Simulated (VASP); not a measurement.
# TiSi2 (Cmcm) in VASP: electric field gradients with PBE

Aim: the electric field gradients of TiSi2 with PBE.

Program: VASP 6.6.1. These are calculated values, not measurements. Logs are shortened: lines on timing, memory, paths and dates and some standing lists are left out, and cuts for length are marked.

## Step 1: The cell of the first run

It takes space group Cmcm (No. 63, orthorhombic). The conventional cell has a = 3.530 Å, b = 13.519 Å, c = 3.565 Å, α = 90.00°, β = 90.00°, γ = 90.00°. Within 3.4 Å of Ti (site symmetry m2m) lie 10 Si at 2.58 to 2.81 Å and 2 Ti at 3.31 Å. Within 3.1 Å of Si (site symmetry m2m) lie 2 Si at 2.38 Å and 6 Ti at 2.58 to 2.81 Å. Within 3.3 Å of Si (site symmetry m2m) lie 8 Si at 2.51 to 3.15 Å and 4 Ti at 2.66 to 2.67 Å.

## Step 2: Electric field gradients, PBE

The input, INCAR:

```
ALGO = Normal ; EDIFF = 1E-8
ENCUT = 520 ; GGA = PE
ISIF = 2 ; ISMEAR = -1
LASPH = T ; LCHARG = F
LEFG = T ; LREAL = F
LWAVE = F ; NBANDS = 29
NELM = 60 ; PREC = Accurate
SIGMA = 0.05
```

The input, KPOINTS:

```
Automatic mesh
0
Gamma
  10 10 9
  0.5 0.5 0.5
```

The input, POSCAR:

```
TiSi2
1.0
    1.7651050250     -6.7592815350      0.0000000000
    1.7651050250      6.7592815350      0.0000000000
    0.0000000000      0.0000000000      3.5651739700
Ti Si
2 4
Direct
    0.8968819200      0.1031180800      0.7500000000
    0.1031180800      0.8968819200      0.2500000000
    0.5582514500      0.4417485500      0.7500000000
    0.4417485500      0.5582514500      0.2500000000
    0.2496851800      0.7503148200      0.7500000000
    0.7503148200      0.2496851800      0.2500000000
```

Potentials or basis: VASP PAW PBE potentials, release 64 (Ti_sv, Si).

Command:

```sh
$ cat potpaw_PBE.64/Ti_sv/POTCAR potpaw_PBE.64/Si/POTCAR > POTCAR
$ mpirun -np 1 vasp_std > vasp.out
```

OUTCAR:

```text
EDIFF = 1E-8
   ENCUT = 520
   GGA = PE
   ISIF = 2
   ISMEAR = -1
   LASPH = T
   LREAL = F
   NELM = 60
   PREC = Accurate

 ion  position               nearest neighbor table
   1  0.897  0.103  0.750-   4 2.58   4 2.58   4 2.58   4 2.58   5 2.66   5 2.66   6 2.67   6 2.67
                             3 2.81   3 2.81
   2  0.103  0.897  0.250-   3 2.58   3 2.58   3 2.58   3 2.58   6 2.66   6 2.66   5 2.67   5 2.67
                             4 2.81   4 2.81
   3  0.558  0.442  0.750-   4 2.38   4 2.38   2 2.58   2 2.58   2 2.58   2 2.58   1 2.81   1 2.81
                             5 3.13   5 3.13
   4  0.442  0.558  0.250-   3 2.38   3 2.38   1 2.58   1 2.58   1 2.58   1 2.58   2 2.81   2 2.81
                             6 3.13   6 3.13
   5  0.250  0.750  0.750-   6 2.51   6 2.51   6 2.51   6 2.51   1 2.66   1 2.66   2 2.67   2 2.67
                             3 3.13   3 3.13
   6  0.750  0.250  0.250-   5 2.51   5 2.51   5 2.51   5 2.51   2 2.66   2 2.66   1 2.67   1 2.67
                             4 3.13   4 3.13

  LATTYP: Found a base centered orthorhombic cell.
 ALAT       =     3.5302100500
 B/A-ratio  =     3.8293934011
 C/A-ratio  =     1.0099042039

  Lattice vectors:

 A1 = (   1.7651050250,  -6.7592815350,   0.0000000000)
 A2 = (   1.7651050250,   6.7592815350,   0.0000000000)
 A3 = (   0.0000000000,   0.0000000000,   3.5651739700)

Analysis of symmetry for initial positions (statically):
=====================================================================
 Subroutine PRICEL returns:
 Original cell was already a primitive cell.

 Routine SETGRP: Setting up the symmetry group for a
 base centered orthorhombic supercell.

 Subroutine GETGRP returns: Found  8 space group operations
 (whereof  4 operations were pure point group operations)
 out of a pool of  8 trial point group operations.

The static configuration has the point symmetry C_2h.
 The point group associated with its full space group is D_2h.

Analysis of symmetry for dynamics (positions and initial velocities):
=====================================================================
 Subroutine PRICEL returns:
 Original cell was already a primitive cell.

 Routine SETGRP: Setting up the symmetry group for a
 base centered orthorhombic supercell.

 Subroutine GETGRP returns: Found  8 space group operations
 (whereof  4 operations were pure point group operations)
 out of a pool of  8 trial point group operations.

The dynamic configuration has the point symmetry C_2h.
 The point group associated with its full space group is D_2h.

 Subroutine INISYM returns: Found  8 space group operations
 (whereof  4 operations are pure point group operations),
 and found     1 'primitive' translations

----------------------------------------------------------------------------------------

                                     Primitive cell

  volume of cell :      85.0711

  direct lattice vectors                    reciprocal lattice vectors
     1.765105025 -6.759281535  0.000000000     0.283269263 -0.073972359  0.000000000
     1.765105025  6.759281535  0.000000000     0.283269263  0.073972359  0.000000000
     0.000000000  0.000000000  3.565173970     0.000000000  0.000000000  0.280491221

  length of vectors
     6.985948942  6.985948942  3.565173970     0.292768484  0.292768484  0.280491221

  position of ions in fractional coordinates (direct lattice)
     0.896881920  0.103118080  0.750000000
     0.103118080  0.896881920  0.250000000
     0.558251450  0.441748550  0.750000000
     0.441748550  0.558251450  0.250000000
     0.249685180  0.750314820  0.750000000
     0.750314820  0.249685180  0.250000000

[... 66 lines left out ...]
   dimension x,y,z NGXF=   108 NGYF=  108 NGZF=   56
   ions per type =               2   4
   NGX,Y,Z   is equivalent  to a cutoff of  12.85, 12.85, 13.06 a.u.
   NGXF,Y,Z  is equivalent  to a cutoff of  25.70, 25.70, 26.11 a.u.
 SYSTEM =  unknown system
   PREC   = accura    normal or accurate (medium, high low for compatibility)
   ISTART =      0    job   : 0-new  1-cont  2-samecut
   ICHARG =      2    charge: 1-file 2-atom 10-const
   ISPIN  =      1    spin polarized calculation?
   LNONCOLLINEAR =      F non collinear calculations
   LSORBIT =      F    spin-orbit coupling
   LASPH  =      T    aspherical Exc in radial PAW
   ENCUT  =  520.0 eV  38.22 Ry    6.18 a.u.  12.99 12.99  6.63*2*pi/ulx,y,z
   NELM   =     60;   NELMIN=  2; NELMDL= -5     # of ELM steps
   EDIFF  = 0.1E-07   stopping-criterion for ELM
   LREAL  =      F    real-space projection
   EDIFFG = 0.1E-06   stopping-criterion for IOM
   NSW    =      0    number of steps for IOM
   IBRION =     -1    ionic relax: 0-MD 1-quasi-New 2-CG
   NFREE  =      0    steps in history (QN), initial steepest desc. (CG)
   ISIF   =      2    stress and relaxation
   ISYM   =      2    0-nonsym 1-usesym 2-fastsym
   POTIM  = 0.5000    time-step for ionic-motion
   TEBEG  =    0.0;   TEEND  =   0.0 temperature during run
   PSTRESS=    0.0 pullay stress
   NELECT =      40.0000    total number of electrons
   NUPDOWN=      -1.0000    fix difference up-down
   EMIN   =  10.00;   EMAX   =-10.00  energy-range for DOS
   EFERMI =   0.00;   METHOD = LEGACY
   ISMEAR =    -1;   SIGMA  =   0.05  broadening in eV -4-tet -1-fermi 0-gaus
   EFERMI_NEDOS =   21; number of points for ismear=-14 and -15
   IALGO  =     38    algorithm
   IMIX   =      4    mixing-type and parameters
     AMIX     =   0.40;   BMIX     =  1.00
     AMIX_MAG =   1.60;   BMIX_MAG =  1.00
  volume/ion in A,a.u.               =      14.18        95.68
  Fermi-wavevector in a.u.,A,eV,Ry     =   1.273017  2.405653 22.049227  1.620572
  Thomas-Fermi vector in A             =   2.405864
   LORBIT       =      0    0 simple, 1 ext, 2 COOP (PROOUT), +10 PAW based schemes
   GGA     = PE    functional components
   LHFCALC =     F    Hartree Fock is set to
   AEXX    =    0.0000 exact exchange contribution
   IVDW    =     0    specifies the selected vdW correction
   LEPSILON=     F    determine dielectric tensor
   LRPA    =     F    only Hartree local field effects (RPA)
 non-spin polarized calculation
  energy-cutoff  :      520.00
  volume of cell :       85.07
 maximum number of plane-waves:      2319
 NGX is ok and might be reduce to    54
   NGX = 25   NGY = 25   NGZ = 13

 number of electron      40.0000005 magnetization

 Free energy of the ion-electron system (eV)
  ---------------------------------------------------
  ext. energy  EPLUGINS =         0.00000000
  ---------------------------------------------------
  free energy    TOTEN  =       -40.74569352 eV

  energy without entropy =      -40.73144729  energy(sigma->0) =      -40.73857040

 E-fermi :  10.5331     XC(G=0): -11.6410

 val. band max:       10.5262929052   @ k =  -0.4500   0.3500   0.0556
 cond. band min:      10.5467780537   @ k =  -0.1500   0.0500   0.1667
 fundamental gap:      0.0204851485
 Fermi energy:        10.5330986751

 k-point     1 :       0.0500    0.0500    0.0556
  band No.  band energies     occupation
      1     -46.2721      2.00000
      2     -46.2630      2.00000
      3     -22.6227      2.00000
      4     -22.5935      2.00000
      5     -22.5802      2.00000
      6     -22.5783      2.00000
[... 757 lines left out ...]
     28      13.9762      0.00000
     29      14.1323      0.00000

 [... further k-points ...]
[... 5 lines left out ...]
  --------------------------------------------------------------------------------------
  -------------------------------------------------------------------------------------
  Total        0.8884779      0.8758905      1.1268291      0.0000000      0.0000000      0.0000000
  in kB       16.7330619     16.4959985     21.2220252      0.0000000      0.0000000      0.0000000
  external PRESSURE =      18.1503619 kB  Pullay stress =       0.0000000 kB

 VOLUME and BASIS-vectors are now :
 -----------------------------------------------------------------------------
  energy-cutoff  :      520.00
  volume of cell :       85.07
      direct lattice vectors                 reciprocal lattice vectors
     1.765105025 -6.759281535  0.000000000     0.283269263 -0.073972359  0.000000000
     1.765105025  6.759281535  0.000000000     0.283269263  0.073972359  0.000000000
     0.000000000  0.000000000  3.565173970     0.000000000  0.000000000  0.280491221

 POSITION                                       TOTAL-FORCE (eV/Angst)
 -----------------------------------------------------------------------------------
      1.76511     -5.36527      2.67388         0.000000      0.000721      0.000000
      1.76511      5.36527      0.89129         0.000000     -0.000721     -0.000000
      1.76511     -0.78748      2.67388         0.000000     -0.172521     -0.000000
      1.76511      0.78748      0.89129         0.000000      0.172521     -0.000000
      1.76511      3.38390      2.67388         0.000000      0.001865     -0.000000
      1.76511     -3.38390      0.89129         0.000000     -0.001865     -0.000000
 -----------------------------------------------------------------------------------
    total drift:                                0.000000      0.000000      0.000000

  FREE ENERGIE OF THE ION-ELECTRON SYSTEM (eV)
  ---------------------------------------------------
  free  energy   TOTEN  =       -40.7456935178 eV

  energy  without entropy=      -40.7314472872  energy(sigma->0) =      -40.73857040

 Electric field gradients (V/A^2)
---------------------------------------------------------------------
 ion       V_xx      V_yy      V_zz      V_xy      V_xz      V_yz
---------------------------------------------------------------------
   1       3.350    -8.548     5.198     0.000     0.000    -0.000
   2       3.350    -8.548     5.198     0.000    -0.000    -0.000
   3     -24.585    41.080   -16.495     0.000    -0.000    -0.000
   4     -24.585    41.080   -16.495    -0.000     0.000     0.000
   5       9.801   -20.120    10.319    -0.000     0.000     0.000
   6       9.801   -20.120    10.319    -0.000     0.000    -0.000
---------------------------------------------------------------------

 Electric field gradients after diagonalization (V/A^2)
 (convention: |V_zz| > |V_xx| > |V_yy|)
----------------------------------------------------------------------
 ion       V_xx      V_yy      V_zz     asymmetry (V_yy - V_xx)/ V_zz
----------------------------------------------------------------------
   1       5.198     3.350    -8.548       0.216
   2       5.198     3.350    -8.548       0.216
   3     -24.585   -16.495    41.080       0.197
   4     -24.585   -16.495    41.080       0.197
   5      10.319     9.801   -20.120       0.026
   6      10.319     9.801   -20.120       0.026
----------------------------------------------------------------------

           NMR quadrupolar parameters

 Cq : quadrupolar parameter    Cq=e*Q*V_zz/h
 eta: asymmetry parameters     (V_yy - V_xx)/ V_zz
 Q  : nuclear electric quadrupole moment in mb (millibarn)
----------------------------------------------------------------------
 ion       Cq(MHz)       eta       Q (mb)
----------------------------------------------------------------------
   1      -0.021       0.216       1.000
   2      -0.021       0.216       1.000
   3       0.099       0.197       1.000
   4       0.099       0.197       1.000
   5      -0.049       0.026       1.000
   6      -0.049       0.026       1.000
----------------------------------------------------------------------
```

It took 20 min on 1 thread of Intel Xeon Platinum 8259CL at 2.50GHz (Skylake/Cascade Lake), shared host; peak memory 0.48 GiB.

Results:

```
Free energy            : -40.7457 eV
Pressure               : 1.8 GPa
Largest force          : 0.173 eV/Å
Band gap on the k mesh : zero (band 20 reaches 10.93 eV, above the bottom of band 21 at 10.26 eV)
```

Forces on the atoms (eV/Å):
```
Ti   0.000  0.001  0.000
Ti   0.000 -0.001  0.000
Si   0.000 -0.173  0.000
Si   0.000  0.173  0.000
Si   0.000  0.002  0.000
Si   0.000 -0.002  0.000
```

Electric field gradients, principal values (V/Å²):
```
atom    least   middle  greatest (by size)
1 Ti    3.350    5.198              -8.548
2 Ti    3.350    5.198              -8.548
3 Si  -16.495  -24.585              41.080
4 Si  -16.495  -24.585              41.080
5 Si    9.801   10.319             -20.120
6 Si    9.801   10.319             -20.120
```

Caveat: without QUAD_EFG the Cq values of the log hold for a quadrupole moment of 1 mb, not for the nuclei.
